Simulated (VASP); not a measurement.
Here is a VASP 6.6.1 calculation.

Contents of INCAR:

```
PREC = Accurate ; ENCUT = 520
EDIFF = 1E-7 ; ISMEAR = 0
SIGMA = 0.02 ; LREAL = Auto
LASPH = True ; NELM = 80
ALGO = Normal ; ISIF = 2
LWAVE = False ; LCHARG = True
GGA = PE ; LVHAR = True
NBANDS = 101 ; KPAR = 4
```

The input KPOINTS:

```
Automatic mesh
0
Gamma
  4 4 3
```

File POSCAR:

```
In3Ga6BP10
1.0
    2.7894320000      2.7897540000      5.4624690000
   -2.8016070000     -2.8025750000      5.4749670000
    8.3449680000     -5.5569870000      2.7316390000
B P Ga In
1 10 6 3
Direct
    0.5954844211      0.9975756576      0.7998638913
    0.5654317127      0.9016355376      0.6293013919
    0.4919430771      0.3170321605      0.8106642115
    0.9222839926      0.9018206229      0.8024576113
    0.4001012325      0.8753156373      0.9592382383
    0.7970560993      0.8712499020      0.2042340493
    0.6752601449      0.3733083682      0.3922676503
    0.1737269179      0.8715701155      0.4102784091
    0.0955886120      0.3659489327      0.5854955002
    0.8630080145      0.3705884014      0.0128413898
    0.2720277135      0.3963473496      0.1937253360
    0.1923916201      0.0024303248      0.6110460009
    0.9999453184      0.0009463597      0.9943559529
    0.3057833667      0.5019507831      0.3923827329
    0.7968418696      0.0012937064      0.4127377142
    0.5056503997      0.4961260627      0.9914708913
    0.9007568710      0.5030941863      0.2017681269
    0.0987136779      0.5005287125      0.8015735578
    0.4062001019      0.9986886315      0.1873551725
    0.6932363640      0.5006116515      0.6079563250
```

Potentials or basis: VASP PAW PBE potentials, release 64 (B, P, Ga_d, In_d).

Launch:

```console
$ cat potpaw_PBE.64/B/POTCAR potpaw_PBE.64/P/POTCAR potpaw_PBE.64/Ga_d/POTCAR potpaw_PBE.64/In_d/POTCAR > POTCAR
$ mpirun -np 4 vasp_std > vasp.out
```

(1) Predict the largest force.

(2) Estimate the band gap on the k mesh.

(3) What does it give for the pressure?

## Answers

(1) 0.154 eV/Å.

(2) 1.10 eV.

(3) -0.1 GPa.

Caveat: spin-orbit coupling is left out, which moves the levels of the heavy elements; an odd mesh through Γ misses points on the zone boundary, where band edges can lie.
